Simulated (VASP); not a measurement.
# HfB2 (P6/mmm) in VASP: notebook

The runs below take HfB2 through electric field gradients, density of states, with PBEsol.

All numbers are computed with VASP 6.6.1; they aren't measurements. Logs are shortened: lines on timing, memory, paths and dates and some standing lists are left out, and cuts for length are marked.

## 1. The cell of the first run

Symmetry: P6/mmm, No. 191, hexagonal system. Conventional cell: a = 3.140 Å, b = 3.140 Å, c = 3.410 Å, α = 90.00°, β = 90.00°, γ = 120.00°. Within 3.3 Å of Hf (site symmetry 6/mmm) lie 12 B at 2.49 Å and 6 Hf at 3.14 Å. Within 2.4 Å of B (site symmetry -6m2) lie 3 B at 1.81 Å.

## 2. Electric field gradients, PBEsol (zz strain of -2 %)

INCAR reads:

```
PREC = Accurate
ENCUT = 520
EDIFF = 1E-8
ISMEAR = -1
SIGMA = 0.03
LREAL = F
LASPH = T
NELM = 100
ALGO = Normal
ISIF = 2
LWAVE = F
LCHARG = F
GGA = PS
LEFG = T
NBANDS = 15
```

KPOINTS reads:

```
regular mesh
0
Gamma
  15 15 12
```

POSCAR reads:

```
HfB2
1.0
    3.1400001005      0.0000000000      0.0000000000
   -1.5700000503      2.7193198549      0.0000000000
    0.0000000000      0.0000000000      3.4104000000
Hf B
1 2
Direct
    0.0000000000      0.0000000000      0.0000000000
    0.3333333333      0.6666666667      0.5000000000
    0.6666666667      0.3333333333      0.5000000000
```

Potentials or basis: VASP PAW PBE potentials, release 64 (Hf_pv, B).

Launch:

```console
$ cat potpaw_PBE.64/Hf_pv/POTCAR potpaw_PBE.64/B/POTCAR > POTCAR
$ mpirun -np 1 vasp_std > vasp.out
```

OUTCAR:

```text
PREC = Accurate
   ENCUT = 520
   EDIFF = 1E-8
   ISMEAR = -1
   LREAL = F
   LASPH = T
   NELM = 100
   ISIF = 2
   GGA = PS

 ion  position               nearest neighbor table
   1  0.000  0.000  0.000-   2 2.49   3 2.49   2 2.49   3 2.49   3 2.49   3 2.49   2 2.49   2 2.49
                             3 2.49   3 2.49   2 2.49   2 2.49
   2  0.333  0.667  0.500-   3 1.81   3 1.81   3 1.81   1 2.49   1 2.49   1 2.49   1 2.49   1 2.49
                             1 2.49
   3  0.667  0.333  0.500-   2 1.81   2 1.81   2 1.81   1 2.49   1 2.49   1 2.49   1 2.49   1 2.49
                             1 2.49

  LATTYP: Found a hexagonal cell.
 ALAT       =     3.1400001005
 C/A-ratio  =     1.0861146149

  Lattice vectors:

 A1 = (   3.1400001005,   0.0000000000,   0.0000000000)
 A2 = (  -1.5700000503,   2.7193198549,   0.0000000000)
 A3 = (   0.0000000000,   0.0000000000,   3.4104000000)

Analysis of symmetry for initial positions (statically):
=====================================================================
 Subroutine PRICEL returns:
 Original cell was already a primitive cell.

 Routine SETGRP: Setting up the symmetry group for a
 hexagonal supercell.

 Subroutine GETGRP returns: Found 24 space group operations
 (whereof 24 operations were pure point group operations)
 out of a pool of 24 trial point group operations.

The static configuration has the point symmetry D_6h.

Analysis of symmetry for dynamics (positions and initial velocities):
=====================================================================
 Subroutine PRICEL returns:
 Original cell was already a primitive cell.

 Routine SETGRP: Setting up the symmetry group for a
 hexagonal supercell.

 Subroutine GETGRP returns: Found 24 space group operations
 (whereof 24 operations were pure point group operations)
 out of a pool of 24 trial point group operations.

The dynamic configuration has the point symmetry D_6h.

 Subroutine INISYM returns: Found 24 space group operations
 (whereof 24 operations are pure point group operations),
 and found     1 'primitive' translations

----------------------------------------------------------------------------------------

                                     Primitive cell

  volume of cell :      29.1203

  direct lattice vectors                    reciprocal lattice vectors
     3.140000101  0.000000000  0.000000000     0.318471327  0.183869507  0.000000000
    -1.570000050  2.719319855  0.000000000     0.000000000  0.367739013  0.000000000
     0.000000000  0.000000000  3.410400000     0.000000000  0.000000000  0.293220737

  length of vectors
     3.140000101  3.140000101  3.410400000     0.367739013  0.367739013  0.293220737

  position of ions in fractional coordinates (direct lattice)
     0.000000000  0.000000000  0.000000000
     0.333333333  0.666666667  0.500000000
     0.666666667  0.333333333  0.500000000

  ion indices of the primitive-cell ions
   primitive index   ion index
                 1           1
                 2           2
                 3           3

----------------------------------------------------------------------------------------

 KPOINTS: regular mesh

Automatic generation of k-mesh.
 Grid dimensions read from file:
 generate k-points for:   15   15   12

 Generating k-lattice:

  Cartesian coordinates                     Fractional coordinates (reciprocal lattice)
     0.021231422  0.012257967  0.000000000     0.066666667  0.000000000  0.000000000
     0.000000000  0.024515934  0.000000000     0.000000000  0.066666667  0.000000000
     0.000000000  0.000000000  0.024435061     0.000000000  0.000000000  0.083333333

  Length of vectors
     0.024515934  0.024515934  0.024435061
[... 41 lines left out ...]
   ions per type =               1   2
   NGX,Y,Z   is equivalent  to a cutoff of  12.71, 12.71, 13.65 a.u.
   NGXF,Y,Z  is equivalent  to a cutoff of  25.41, 25.41, 27.30 a.u.
 SYSTEM =  unknown system
   PREC   = accura    normal or accurate (medium, high low for compatibility)
   ISTART =      0    job   : 0-new  1-cont  2-samecut
   ICHARG =      2    charge: 1-file 2-atom 10-const
   ISPIN  =      1    spin polarized calculation?
   LNONCOLLINEAR =      F non collinear calculations
   LSORBIT =      F    spin-orbit coupling
   LASPH  =      T    aspherical Exc in radial PAW
   ENCUT  =  520.0 eV  38.22 Ry    6.18 a.u.   5.84  5.84  6.34*2*pi/ulx,y,z
   NELM   =    100;   NELMIN=  2; NELMDL= -5     # of ELM steps
   EDIFF  = 0.1E-07   stopping-criterion for ELM
   LREAL  =      F    real-space projection
   EDIFFG = 0.1E-06   stopping-criterion for IOM
   NSW    =      0    number of steps for IOM
   IBRION =     -1    ionic relax: 0-MD 1-quasi-New 2-CG
   NFREE  =      0    steps in history (QN), initial steepest desc. (CG)
   ISIF   =      2    stress and relaxation
   ISYM   =      2    0-nonsym 1-usesym 2-fastsym
   POTIM  = 0.5000    time-step for ionic-motion
   TEBEG  =    0.0;   TEEND  =   0.0 temperature during run
   PSTRESS=    0.0 pullay stress
   NELECT =      16.0000    total number of electrons
   NUPDOWN=      -1.0000    fix difference up-down
   EMIN   =  10.00;   EMAX   =-10.00  energy-range for DOS
   EFERMI =   0.00;   METHOD = LEGACY
   ISMEAR =    -1;   SIGMA  =   0.03  broadening in eV -4-tet -1-fermi 0-gaus
   EFERMI_NEDOS =   21; number of points for ismear=-14 and -15
   IALGO  =     38    algorithm
   IMIX   =      4    mixing-type and parameters
     AMIX     =   0.40;   BMIX     =  1.00
     AMIX_MAG =   1.60;   BMIX_MAG =  1.00
  volume/ion in A,a.u.               =       9.71        65.50
  Fermi-wavevector in a.u.,A,eV,Ry     =   1.340859  2.533856 24.461948  1.797902
  Thomas-Fermi vector in A             =   2.469138
   LORBIT       =      0    0 simple, 1 ext, 2 COOP (PROOUT), +10 PAW based schemes
   GGA     = PS    functional components
   LHFCALC =     F    Hartree Fock is set to
   AEXX    =    0.0000 exact exchange contribution
   IVDW    =     0    specifies the selected vdW correction
   LEPSILON=     F    determine dielectric tensor
   LRPA    =     F    only Hartree local field effects (RPA)
 non-spin polarized calculation
  energy-cutoff  :      520.00
  volume of cell :       29.12
 maximum number of plane-waves:       798
 NGX is ok and might be reduce to    24
   NGX = 11   NGY = 11   NGZ = 13

 number of electron      16.0000000 magnetization

 Free energy of the ion-electron system (eV)
  ---------------------------------------------------
  ext. energy  EPLUGINS =         0.00000000
  ---------------------------------------------------
  free energy    TOTEN  =       -27.86043594 eV

  energy without entropy =      -27.85967550  energy(sigma->0) =      -27.86005572

 E-fermi :   7.7565     XC(G=0): -12.7787

 val. band max:        7.7031885222   @ k =   0.0667   0.0000   0.2500
 cond. band min:       7.7833632595   @ k =   0.4000   0.1333   0.0000
 fundamental gap:      0.0801747373
 Fermi energy:         7.7564665548

 k-point     1 :       0.0000    0.0000    0.0000
  band No.  band energies     occupation
      1     -22.7562      2.00000
      2     -22.2633      2.00000
      3     -22.2633      2.00000
      4      -6.1131      2.00000
      5       4.6346      2.00000
      6       4.6346      2.00000
      7       4.7153      2.00000
      8       5.1504      2.00000
      9      11.7987      0.00000
     10      11.7987      0.00000
     11      12.6224      0.00000
     12      12.6524      0.00000
     13      12.6524      0.00000
     14      12.6700      0.00000
[... 401 lines left out ...]
      2     -22.6216      2.00000
      3     -22.6086      2.00000
      4      -1.4732      2.00000
      5      -1.0530      2.00000
      6       1.5549      2.00000
      7       4.2068      2.00000
      8       6.7280      2.00000
      9       7.4539      1.99992
     10      10.7409      0.00000
     11      12.3006      0.00000
     12      14.7667      0.00000
     13      16.8037      0.00000
     14      17.8984      0.00000
     15      18.4095      0.00000

 [... further k-points ...]
[... 5 lines left out ...]
  --------------------------------------------------------------------------------------
  -------------------------------------------------------------------------------------
  Total       -0.2750684     -0.2750684      0.7644724      0.0000000      0.0000000      0.0000000
  in kB      -15.1340816    -15.1340816     42.0607610      0.0000000      0.0000000      0.0000000
  external PRESSURE =       3.9308659 kB  Pullay stress =       0.0000000 kB

 VOLUME and BASIS-vectors are now :
 -----------------------------------------------------------------------------
  energy-cutoff  :      520.00
  volume of cell :       29.12
      direct lattice vectors                 reciprocal lattice vectors
     3.140000101  0.000000000  0.000000000     0.318471327  0.183869507  0.000000000
    -1.570000050  2.719319855  0.000000000     0.000000000  0.367739013  0.000000000
     0.000000000  0.000000000  3.410400000     0.000000000  0.000000000  0.293220737

 POSITION                                       TOTAL-FORCE (eV/Angst)
 -----------------------------------------------------------------------------------
      0.00000      0.00000      0.00000        -0.000000      0.000000     -0.000000
     -0.00000      1.81288      1.70520         0.000000      0.000000     -0.000000
      1.57000      0.90644      1.70520        -0.000000      0.000000      0.000000
 -----------------------------------------------------------------------------------
    total drift:                               -0.000000      0.000000      0.000000

  FREE ENERGIE OF THE ION-ELECTRON SYSTEM (eV)
  ---------------------------------------------------
  free  energy   TOTEN  =       -27.8604359351 eV

  energy  without entropy=      -27.8596755044  energy(sigma->0) =      -27.86005572

 Electric field gradients (V/A^2)
---------------------------------------------------------------------
 ion       V_xx      V_yy      V_zz      V_xy      V_xz      V_yz
---------------------------------------------------------------------
   1     -37.608   -37.608    75.216     0.000     0.000    -0.000
   2      -0.329    -0.329     0.658    -0.000     0.000    -0.000
   3      -0.329    -0.329     0.658    -0.000     0.000     0.000
---------------------------------------------------------------------

 Electric field gradients after diagonalization (V/A^2)
 (convention: |V_zz| > |V_xx| > |V_yy|)
----------------------------------------------------------------------
 ion       V_xx      V_yy      V_zz     asymmetry (V_yy - V_xx)/ V_zz
----------------------------------------------------------------------
   1     -37.608   -37.608    75.216       0.000
   2      -0.329    -0.329     0.658       0.000
   3      -0.329    -0.329     0.658       0.000
----------------------------------------------------------------------

           NMR quadrupolar parameters

 Cq : quadrupolar parameter    Cq=e*Q*V_zz/h
 eta: asymmetry parameters     (V_yy - V_xx)/ V_zz
 Q  : nuclear electric quadrupole moment in mb (millibarn)
----------------------------------------------------------------------
 ion       Cq(MHz)       eta       Q (mb)
----------------------------------------------------------------------
   1       0.182       0.000       1.000
   2       0.002       0.000       1.000
   3       0.002       0.000       1.000
----------------------------------------------------------------------
```

Wall time 52 s (1 thread of Intel Xeon 6975P-C, shared host); peak memory 0.21 GiB.

Results:

```
Free energy            : -27.8604 eV
Pressure               : 0.4 GPa
Band gap on the k mesh : zero (band 8 reaches 8.31 eV, above the bottom of band 9 at 7.45 eV)
```

Stress tensor (GPa, compression positive):
```
-1.51  0.00  0.00
 0.00 -1.51  0.00
 0.00  0.00  4.21
```

Levels at points of the mesh, in eV from the Fermi level:
```csv
k point,band 6,band 7,band 8,band 9,band 10,band 11
"(0.00, 0.00, 0.00)",-3.12,-3.04,-2.61,4.04,4.04,4.87
"(0.00, 0.00, 0.50)",-1.30,-1.30,0.05,0.05,0.94,0.94
```

Electric field gradients, principal values (V/Å²):
```csv
atom,least,middle,greatest (by size)
1 Hf,-37.608,-37.608,75.216
2 B,-0.329,-0.329,0.658
3 B,-0.329,-0.329,0.658
```

Caveat: the cell differs from its parent crystal (zz strain of -2 %); without QUAD_EFG the Cq values of the log hold for a quadrupole moment of 1 mb, not for the nuclei; the PAW data sets were made with another functional, which shifts forces and pressure a little; spin-orbit coupling is left out, which moves the levels of the heavy elements.

## 3. Electric field gradients, PBEsol (zz strain of +1 %)

Edit INCAR of step 2 so:

```diff
@@ -7,3 +7,3 @@
 LASPH = T
-NELM = 100
+NELM = 60
 ALGO = Normal
```

KPOINTS is that of step 2.

Edit POSCAR of step 2 so:

```diff
@@ -4,3 +4,3 @@
    -1.5700000503      2.7193198549      0.0000000000
-    0.0000000000      0.0000000000      3.4104000000
+    0.0000000000      0.0000000000      3.5148000000
 Hf B
```

Potentials or basis: VASP PAW PBE potentials, release 64 (Hf_pv, B).

Launch:

```console
$ cat potpaw_PBE.64/Hf_pv/POTCAR potpaw_PBE.64/B/POTCAR > POTCAR
$ mpirun -np 1 vasp_std > vasp.out
```

OUTCAR:

```text
PREC = Accurate
   ENCUT = 520
   EDIFF = 1E-8
   ISMEAR = -1
   LREAL = F
   LASPH = T
   NELM = 60
   ISIF = 2
   GGA = PS

 ion  position               nearest neighbor table
   1  0.000  0.000  0.000-   2 2.52   3 2.52   2 2.52   3 2.52   3 2.52   3 2.52   2 2.52   2 2.52
                             3 2.52   3 2.52   2 2.52   2 2.52
   2  0.333  0.667  0.500-   3 1.81   3 1.81   3 1.81   1 2.52   1 2.52   1 2.52   1 2.52   1 2.52
                             1 2.52
   3  0.667  0.333  0.500-   2 1.81   2 1.81   2 1.81   1 2.52   1 2.52   1 2.52   1 2.52   1 2.52
                             1 2.52

  LATTYP: Found a hexagonal cell.
 ALAT       =     3.1400001005
 C/A-ratio  =     1.1193630215

  Lattice vectors:

 A1 = (   3.1400001005,   0.0000000000,   0.0000000000)
 A2 = (  -1.5700000503,   2.7193198549,   0.0000000000)
 A3 = (   0.0000000000,   0.0000000000,   3.5148000000)

Analysis of symmetry for initial positions (statically):
[... 633 lines left out ...]
     0.000000000  0.000000000  3.514800000     0.000000000  0.000000000  0.284511210

 POSITION                                       TOTAL-FORCE (eV/Angst)
 -----------------------------------------------------------------------------------
      0.00000      0.00000      0.00000         0.000000      0.000000      0.000000
     -0.00000      1.81288      1.75740         0.000000     -0.000000      0.000000
      1.57000      0.90644      1.75740        -0.000000      0.000000      0.000000
 -----------------------------------------------------------------------------------
    total drift:                               -0.000000      0.000000      0.000000

  FREE ENERGIE OF THE ION-ELECTRON SYSTEM (eV)
  ---------------------------------------------------
  free  energy   TOTEN  =       -27.8449392521 eV

  energy  without entropy=      -27.8442898255  energy(sigma->0) =      -27.84461454

 Electric field gradients (V/A^2)
---------------------------------------------------------------------
 ion       V_xx      V_yy      V_zz      V_xy      V_xz      V_yz
---------------------------------------------------------------------
   1     -41.425   -41.425    82.849    -0.000     0.000     0.000
   2      -1.156    -1.156     2.311    -0.000     0.000     0.000
   3      -1.156    -1.156     2.311    -0.000     0.000     0.000
---------------------------------------------------------------------

 Electric field gradients after diagonalization (V/A^2)
 (convention: |V_zz| > |V_xx| > |V_yy|)
----------------------------------------------------------------------
 ion       V_xx      V_yy      V_zz     asymmetry (V_yy - V_xx)/ V_zz
----------------------------------------------------------------------
   1     -41.425   -41.425    82.849       0.000
   2      -1.156    -1.156     2.311       0.000
   3      -1.156    -1.156     2.311       0.000
----------------------------------------------------------------------

           NMR quadrupolar parameters

 Cq : quadrupolar parameter    Cq=e*Q*V_zz/h
 eta: asymmetry parameters     (V_yy - V_xx)/ V_zz
 Q  : nuclear electric quadrupole moment in mb (millibarn)
----------------------------------------------------------------------
 ion       Cq(MHz)       eta       Q (mb)
----------------------------------------------------------------------
   1       0.200       0.000       1.000
   2       0.006       0.000       1.000
   3       0.006       0.000       1.000
----------------------------------------------------------------------
```

stdout:

```text
POSCAR found type information on POSCAR HfB
 POSCAR found :  2 types and       3 ions
 scaLAPACK will be used
 -----------------------------------------------------------------------------
|                                                                             |
|                                                                             |
|     You enforced a specific xc type in the INCAR file but a different       |
|     I HOPE YOU KNOW WHAT YOU ARE DOING!                                     |
|                                                                             |
 -----------------------------------------------------------------------------

 LDA part: xc-table for (Slater+PW92), standard interpolation
 POSCAR, INCAR and KPOINTS ok, starting setup
 FFT: planning ... GRIDC
 FFT: planning ... GRID_SOFT
 FFT: planning ... GRID
 WAVECAR not read
 entering main loop
ion   1

ion   2

ion   3
```

Wall time 49 s (1 thread of Intel Xeon 6975P-C, shared host); peak memory 0.21 GiB.

Results:

* Free energy: -27.8449 eV
* Pressure: -6.7 GPa
* Band gap on the k mesh: zero (band 8 reaches 8.32 eV, above the bottom of band 9 at 7.22 eV)

Stress tensor (GPa, compression positive):
```
-5.26  0.00  0.00
 0.00 -5.26  0.00
 0.00  0.00 -9.57
```

Electric field gradients, principal values (V/Å²):
```csv
atom,least,middle,greatest (by size)
1 Hf,-41.425,-41.425,82.849
2 B,-1.156,-1.156,2.311
3 B,-1.156,-1.156,2.311
```

Caveat: the cell differs from its parent crystal (zz strain of +1 %); without QUAD_EFG the Cq values of the log hold for a quadrupole moment of 1 mb, not for the nuclei; the PAW data sets were made with another functional, which shifts forces and pressure a little; spin-orbit coupling is left out, which moves the levels of the heavy elements.

[end of part 1 of 2]
